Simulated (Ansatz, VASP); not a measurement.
# Two plane-wave programs on Ca

INCAR

```
PREC = Accurate
ENCUT = 520
EDIFF = 1E-6
ISMEAR = 0
SIGMA = 0.15
LREAL = F
LASPH = T
NELM = 80
ALGO = Normal
ISIF = 2
LWAVE = F
LCHARG = F
GGA = PS
NBANDS = 11
```

File KPOINTS:

```
regular mesh
0
Gamma
  14 14 14
```

POSCAR

```
Ca
1.0
    0.0000000000      2.7942000000      2.7942000000
    2.6824320000      0.0000000000      2.7942000000
    2.6824320000      2.7942000000      0.0000000000
Ca
1
Direct
    0.0000000000      0.0000000000      0.0000000000
```

Input for Ansatz:

```yaml
crystal:
  lattice:
    - [0.0, 2.7942, 2.7942]
    - [2.682432, 0.0, 2.7942]
    - [2.682432, 2.7942, 0.0]
  atoms:
    - { symbol: Ca, position: [0.0, 0.0, 0.0] }
basis:
  ecutwfc: 420
kpoints:
  mp_grid: { grid: [14, 14, 14] }
hamiltonian:
  xc: pbesol
scf:
  occupations: { method: gaussian, width: 0.15 }
output:
  forces: true
  stress: true
  eigenvalues: true
```

Change from the starting cell: strain -0.0400 x Voigt [1, 0, 0, 0, 0, 0], atoms carried along.

Alike in both runs: task single point; functional PBEsol; k mesh 14 × 14 × 14; occupations gaussian, width 0.15 eV; no spin polarisation.

```csv
,VASP,Ansatz
version,VASP 6.6.1,Ansatz 0.2.0
potentials or method,"VASP PAW PBE potentials, release 64 (Ca_sv), cutoff 520 eV","scalar-relativistic, plane waves, PAW"
valence electrons in the cell,10,10
```

```tsv
	VASP	Ansatz	Ansatz less VASP
gap on the k mesh at the Fermi level (eV)	none	none	-
pressure (GPa)	-0.6	-0.5	+0.01
traceless stress, the component that is largest in VASP (GPa)	0.17	0.17	0.000
```

VASP's potentials were made for PBE, not for PBEsol. A gap of «none» marks a metal or a gap that the smearing closes. The functional is the same, so the differences come from potentials, cutoffs and numerics.
